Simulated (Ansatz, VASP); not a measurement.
One calculation of Bi, two programs

```
Bi
1.0
     1.92623    1.11211    9.30937
    -1.92623    1.11211    9.30937
     0.00000   -2.22422    9.30937
Bi
3
Direct
  0.00000 0.00000 0.00000
  0.22222 0.22222 0.22222
  0.77778 0.77778 0.77778
```

Alike in both runs: task single point; functional PBE; k mesh 6 × 6 × 6; occupations gaussian, width 0.1 eV; no spin polarisation.

|  | VASP | Ansatz |
| --- | --- | --- |
| version | VASP 6.6.1 | Ansatz 0.2.0 |
| potentials or method | VASP PAW PBE potentials, release 64 (Bi_d), cutoff 520 eV | scalar-relativistic, plane waves, PAW |
| valence electrons in the cell | 45 | 45 |

```csv
,VASP,Ansatz,Ansatz less VASP
gap on the k mesh at the Fermi level (eV),none,none,-
pressure (GPa),-7.3,-7.2,+0.06
"traceless stress, the component that is largest in VASP (GPa)",0.59,0.59,+0.002
rms of the force components (eV/Å),0.034,0.034,0.0000
```

Atom by atom the forces differ by 0.000 eV/Å (rms over components). A gap of «none» marks a metal or a gap that the smearing closes. With one functional, cell and mesh, what is left measures potentials, basis and numerics.

Spin-orbit coupling is off throughout.
